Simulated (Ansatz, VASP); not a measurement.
**One calculation of WS2, two programs**

```
W S
1.0
     3.15421    0.00000    0.00000
    -1.57710    2.73162    0.00000
     0.00000    0.00000   11.65431
W S
2 4
Direct
  0.33333 0.66667 0.25000
  0.66667 0.33333 0.75000
  0.33333 0.66667 0.62029
  0.66667 0.33333 0.12029
  0.33333 0.66667 0.87971
  0.66667 0.33333 0.37971
```

Change from the starting cell: strain +0.000 along x and y, -0.040 along z, atoms carried along.

Alike in both runs: task single point; functional PBE; dispersion D3(BJ); k mesh 12 × 12 × 4; occupations gaussian, width 0.05 eV; no spin polarisation.

|  | VASP | Ansatz |
| --- | --- | --- |
| version | VASP 6.6.1 | Ansatz 0.2.0 |
| potentials or method | VASP PAW PBE potentials, release 64 (W_sv, S), cutoff 520 eV | scalar-relativistic, plane waves, PAW |
| valence electrons in the cell | 52 | 52 |

```tsv
	VASP	Ansatz	Ansatz less VASP
gap on the k mesh at the Fermi level (eV)	0.69	0.67	-0.027
least direct gap on the mesh (eV)	1.65	1.65	-0.003
pressure (GPa)	8.1	8.1	+0.04
traceless stress, the component that is largest in VASP (GPa)	6.14	6.14	+0.003
rms of the force components (eV/Å)	0.600	0.600	-0.0004
```

Atom by atom the forces differ by 0.000 eV/Å (rms over components).

Neither program's run includes spin-orbit coupling.
